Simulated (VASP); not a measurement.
# Hf (Pm-3m) in VASP: notebook, part 2 of 2

VASP 6.6.1. Earlier steps stand in the parts before.

### 5 Single point, PBE

This run uses another cell than the first one, of 24.74 Å³/atom, 1.064 times its volume.

INCAR reads:

```
SYSTEM = Hf
PREC     = Accurate       ! precision mode
ENCUT    = 520            ! plane-wave cutoff, eV
EDIFF    = 1E-6           ! SCF threshold, eV
ISMEAR   = -1             ! smearing method
SIGMA    = 0.05           ! smearing width, eV
LREAL    = .False.        ! projectors in reciprocal space
LASPH    = .True.         ! aspherical terms in the spheres
NELM     = 60             ! most SCF steps
ALGO     = Normal         ! electronic algorithm
ISIF     = 2              ! what is computed and relaxed
LWAVE    = .False.        ! write WAVECAR
LCHARG   = .True.         ! write CHGCAR
GGA      = PE             ! functional
LELF     = .True.         ! ELF
LVHAR    = .True.       
NBANDS   = 11             ! bands
```

KPOINTS reads:

```
Automatic mesh
0
Gamma
  9 9 9
  0 0 0
```

POSCAR reads:

```
Hf
1.0
    2.9138100000      0.0000000000      0.0000000000
    0.0000000000      2.9138100000      0.0000000000
    0.0000000000      0.0000000000      2.9138100000
Hf
1
Direct
    0.5000000000      0.5000000000      0.5000000000
```

Potentials or basis: VASP PAW PBE potentials, release 64 (Hf_pv).

On the command line:

```console
$ cat potpaw_PBE.64/Hf_pv/POTCAR > POTCAR
$ mpirun -np 1 vasp_std > vasp.out
```

OUTCAR:

```text
SYSTEM = Hf
   PREC = Accurate
   ENCUT = 520
   EDIFF = 1E-6
   ISMEAR = -1
   LREAL = .False.
   LASPH = .True.
   NELM = 60
   ISIF = 2
   GGA = PE

 ion  position               nearest neighbor table
   1  0.500  0.500  0.500-

  LATTYP: Found a simple cubic cell.
 ALAT       =     2.9138100000

  Lattice vectors:

 A1 = (   2.9138100000,   0.0000000000,   0.0000000000)
 A2 = (   0.0000000000,   2.9138100000,   0.0000000000)
 A3 = (   0.0000000000,   0.0000000000,   2.9138100000)

Analysis of symmetry for initial positions (statically):
=====================================================================
 Subroutine PRICEL returns:
 Original cell was already a primitive cell.

 Routine SETGRP: Setting up the symmetry group for a
 simple cubic supercell.

 Subroutine GETGRP returns: Found 48 space group operations
 (whereof 48 operations were pure point group operations)
 out of a pool of 48 trial point group operations.

The static configuration has the point symmetry O_h .

Analysis of symmetry for dynamics (positions and initial velocities):
=====================================================================
 Subroutine PRICEL returns:
 Original cell was already a primitive cell.

 Routine SETGRP: Setting up the symmetry group for a
 simple cubic supercell.

 Subroutine GETGRP returns: Found 48 space group operations
 (whereof 48 operations were pure point group operations)
 out of a pool of 48 trial point group operations.

The dynamic configuration has the point symmetry O_h .

 Subroutine INISYM returns: Found 48 space group operations
 (whereof 48 operations are pure point group operations),
 and found     1 'primitive' translations

----------------------------------------------------------------------------------------

                                     Primitive cell

  volume of cell :      24.7391

  direct lattice vectors                    reciprocal lattice vectors
     2.913810000  0.000000000  0.000000000     0.343193276  0.000000000  0.000000000
     0.000000000  2.913810000  0.000000000     0.000000000  0.343193276  0.000000000
     0.000000000  0.000000000  2.913810000     0.000000000  0.000000000  0.343193276

  length of vectors
     2.913810000  2.913810000  2.913810000     0.343193276  0.343193276  0.343193276

  position of ions in fractional coordinates (direct lattice)
     0.500000000  0.500000000  0.500000000

  ion indices of the primitive-cell ions
   primitive index   ion index
                 1           1

----------------------------------------------------------------------------------------

 KPOINTS: Automatic mesh

Automatic generation of k-mesh.
 Grid dimensions read from file:
 generate k-points for:    9    9    9

 Generating k-lattice:

  Cartesian coordinates                     Fractional coordinates (reciprocal lattice)
     0.038132586  0.000000000  0.000000000     0.111111111  0.000000000  0.000000000
     0.000000000  0.038132586  0.000000000     0.000000000  0.111111111  0.000000000
     0.000000000  0.000000000  0.038132586     0.000000000  0.000000000  0.111111111

  Length of vectors
     0.038132586  0.038132586  0.038132586

  Shift w.r.t. Gamma in fractional coordinates (k-lattice)
     0.000000000  0.000000000  0.000000000

 Subroutine IBZKPT returns following result:
 ===========================================

 Found     35 irreducible k-points:

 Following reciprocal coordinates:
            Coordinates               Weight
  0.000000  0.000000  0.000000      1.000000
  0.111111  0.000000  0.000000      6.000000
  0.222222  0.000000  0.000000      6.000000
  0.333333  0.000000  0.000000      6.000000
  0.444444  0.000000  0.000000      6.000000
  0.111111  0.111111  0.000000     12.000000
[... 16 lines left out ...]
  0.333333  0.333333  0.111111     24.000000
  0.444444  0.333333  0.111111     48.000000
 [... further k-points ...]
   k-points           NKPTS =     35   k-points in BZ     NKDIM =     35   number of bands    NBANDS=     11
   number of dos      NEDOS =    301   number of ions     NIONS =      1
   total plane-waves  NPLWV =  13824
   dimension x,y,z NGX =    24 NGY =   24 NGZ =   24
   dimension x,y,z NGXF=    48 NGYF=   48 NGZF=   48
   ions per type =               1
   NGX,Y,Z   is equivalent  to a cutoff of  13.69, 13.69, 13.69 a.u.
   NGXF,Y,Z  is equivalent  to a cutoff of  27.39, 27.39, 27.39 a.u.
 SYSTEM =  Hf
   PREC   = accura    normal or accurate (medium, high low for compatibility)
   ISTART =      0    job   : 0-new  1-cont  2-samecut
   ICHARG =      2    charge: 1-file 2-atom 10-const
   ISPIN  =      1    spin polarized calculation?
   LNONCOLLINEAR =      F non collinear calculations
   LSORBIT =      F    spin-orbit coupling
   LASPH  =      T    aspherical Exc in radial PAW
   ENCUT  =  520.0 eV  38.22 Ry    6.18 a.u.   5.42  5.42  5.42*2*pi/ulx,y,z
   NELM   =     60;   NELMIN=  2; NELMDL= -5     # of ELM steps
   EDIFF  = 0.1E-05   stopping-criterion for ELM
   LREAL  =      F    real-space projection
   EDIFFG = 0.1E-04   stopping-criterion for IOM
   NSW    =      0    number of steps for IOM
   IBRION =     -1    ionic relax: 0-MD 1-quasi-New 2-CG
   NFREE  =      0    steps in history (QN), initial steepest desc. (CG)
   ISIF   =      2    stress and relaxation
   ISYM   =      2    0-nonsym 1-usesym 2-fastsym
   POTIM  = 0.5000    time-step for ionic-motion
   TEBEG  =    0.0;   TEEND  =   0.0 temperature during run
   PSTRESS=    0.0 pullay stress
   NELECT =      10.0000    total number of electrons
   NUPDOWN=      -1.0000    fix difference up-down
   EMIN   =  10.00;   EMAX   =-10.00  energy-range for DOS
   EFERMI =   0.00;   METHOD = LEGACY
   ISMEAR =    -1;   SIGMA  =   0.05  broadening in eV -4-tet -1-fermi 0-gaus
   EFERMI_NEDOS =   21; number of points for ismear=-14 and -15
   IALGO  =     38    algorithm
   IMIX   =      4    mixing-type and parameters
     AMIX     =   0.40;   BMIX     =  1.00
     AMIX_MAG =   1.60;   BMIX_MAG =  1.00
  volume/ion in A,a.u.               =      24.74       166.95
  Fermi-wavevector in a.u.,A,eV,Ry     =   1.210450  2.287419 19.935117  1.465190
  Thomas-Fermi vector in A             =   2.345997
   LORBIT       =      0    0 simple, 1 ext, 2 COOP (PROOUT), +10 PAW based schemes
   GGA     = PE    functional components
   LHFCALC =     F    Hartree Fock is set to
   AEXX    =    0.0000 exact exchange contribution
   IVDW    =     0    specifies the selected vdW correction
   LEPSILON=     F    determine dielectric tensor
   LRPA    =     F    only Hartree local field effects (RPA)
 non-spin polarized calculation
  energy-cutoff  :      520.00
  volume of cell :       24.74
 maximum number of plane-waves:       691
 NGX is ok and might be reduce to    24
   NGX = 11   NGY = 11   NGZ = 11

 number of electron      10.0000004 magnetization

 Free energy of the ion-electron system (eV)
  ---------------------------------------------------
  ext. energy  EPLUGINS =         0.00000000
  ---------------------------------------------------
  free energy    TOTEN  =        -8.86299964 eV

  energy without entropy =       -8.85006372  energy(sigma->0) =       -8.85653168

 E-fermi :   3.7540     XC(G=0): -10.7336

 val. band max:        3.7228968803   @ k =   0.2222   0.1111   0.1111
 cond. band min:       3.7541617249   @ k =   0.4444   0.3333   0.3333
 fundamental gap:      0.0312648445
 Fermi energy:         3.7539988312

 k-point     1 :       0.0000    0.0000    0.0000
  band No.  band energies     occupation
      1     -26.1370      2.00000
      2     -26.1370      2.00000
      3     -26.1370      2.00000
      4      -2.6664      2.00000
      5       2.4166      2.00000
      6       2.4166      2.00000
      7      10.3004      0.00000
      8      10.3004      0.00000
      9      10.3004      0.00000
     10      16.6581      0.00000
     11      16.6581      0.00000
[... 309 lines left out ...]
 k-point    24 :       0.4444    0.3333    0.1111
  band No.  band energies     occupation
      1     -26.9277      2.00000
      2     -26.7162      2.00000
      3     -26.1036      2.00000
      4       1.6583      2.00000
      5       3.1972      1.99997
      6       5.8690      0.00000
      7       6.0744      0.00000
      8       8.0834      0.00000
      9       9.1895      0.00000
     10      13.4838      0.00000
     11      16.5321      0.00000

 [... further k-points ...]

------------------------ aborting loop because EDIFF is reached ----------------------------------------

  FORCE on cell =-STRESS in cart. coord.  units (eV):
  Direction    XX          YY          ZZ          XY          YZ          ZX
  --------------------------------------------------------------------------------------
  -------------------------------------------------------------------------------------
  Total       -0.0258640     -0.0258640     -0.0258640      0.0000000      0.0000000      0.0000000
  in kB       -1.6750326     -1.6750326     -1.6750326      0.0000000      0.0000000      0.0000000
  external PRESSURE =      -1.6750326 kB  Pullay stress =       0.0000000 kB

 VOLUME and BASIS-vectors are now :
 -----------------------------------------------------------------------------
  energy-cutoff  :      520.00
  volume of cell :       24.74
      direct lattice vectors                 reciprocal lattice vectors
     2.913810000  0.000000000  0.000000000     0.343193276  0.000000000  0.000000000
     0.000000000  2.913810000  0.000000000     0.000000000  0.343193276  0.000000000
     0.000000000  0.000000000  2.913810000     0.000000000  0.000000000  0.343193276

 POSITION                                       TOTAL-FORCE (eV/Angst)
 -----------------------------------------------------------------------------------
      1.45690      1.45690      1.45690         0.000000      0.000000      0.000000
 -----------------------------------------------------------------------------------
    total drift:                                0.000000     -0.000000     -0.000000

  FREE ENERGIE OF THE ION-ELECTRON SYSTEM (eV)
  ---------------------------------------------------
  free  energy   TOTEN  =        -8.8629996397 eV

  energy  without entropy=       -8.8500637174  energy(sigma->0) =       -8.85653168
```

Run time: 5.3 s. Hardware: 1 thread of Intel Xeon Platinum 8488C (Sapphire Rapids), shared host; peak memory 0.14 GiB.

What came out:

* Free energy: -8.8630 eV
* Pressure: -0.2 GPa
* Band gap on the k mesh: zero (band 5 reaches 4.48 eV, above the bottom of band 6 at 2.42 eV)

Caveat: spin-orbit coupling is left out, which moves the levels of the heavy elements.

### 6 Overview

```csv
cell,gap on the mesh (eV),pressure (GPa)
"a = 2.854 Å, 1 atom",none,4.9
"a = 2.874 Å, 1 atom",none,3.1
"a = 2.894 Å, 1 atom",none,1.4
"a = 2.914 Å, 1 atom",none,-0.2
```

Alike in all rows: task single point; level PBE; potentials or basis VASP PAW PBE potentials, release 64 (Hf_pv); no spin polarisation; k mesh 9 × 9 × 9; cutoff (eV) 520; smearing fermi-dirac 0.05 eV.

Caveats: spin-orbit coupling is left out, which moves the levels of the heavy elements.

Total energies depend on the potentials used, so only differences within one code and one set of settings carry meaning.
